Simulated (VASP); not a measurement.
The system is Pd.

```
Pd
1.0
     4.62086    0.00000    0.00000
    -2.31043    4.00178    0.00000
     0.00000    0.00000    2.83279
Pd
3
Direct
  0.00000 0.00000 0.00000
  0.33333 0.66667 0.50000
  0.66667 0.33333 0.50000
```

| Quantity | Value |
| --- | --- |
| Program | VASP 6.6.1 |
| Task | relaxation of cell and atoms |
| Functional | PBE |
| Potentials or basis | VASP PAW PBE potentials, release 64 (Pd) |
| Cutoff | 600 eV |
| k mesh | 6 × 6 × 6 |
| Occupations | gaussian, width 0.1 eV |
| Spin | no spin polarisation |

At the start: pressure -12.9 GPa; volume 17.46 Å³/atom.

Problem. Where does the relaxation end?

Solution. Over 5 steps the energy falls by 85.7 meV/atom and the volume is 15.62 Å³/atom (-10.5 %); space group P6/mmm (No. 191, to 0.05 Å).

Step by step:
```tsv
step	energy change (eV)	largest force (eV/Å)	pressure (GPa)	volume (Å³)
1	0.0000	0.0000	-12.87	52.38
2	0.0067	0.0000	21.06	42.45
3	-0.2532	0.0000	-0.12	46.97
4	-0.2533	0.0000	0.23	46.87
5	-0.2570	0.0000	0.16	46.87
```

Final structure:
```
CELL_PARAMETERS angstrom
4.48644 0.00000 0.00000
-2.24322 3.88537 0.00000
0.00000 0.00000 2.68908
ATOMIC_POSITIONS crystal
Pd 0.00000 0.00000 0.00000
Pd 0.33333 0.66667 0.50000
Pd 0.66667 0.33333 0.50000
```

Caveat: the k points lie up to 0.39 Å⁻¹ apart in the final cell.
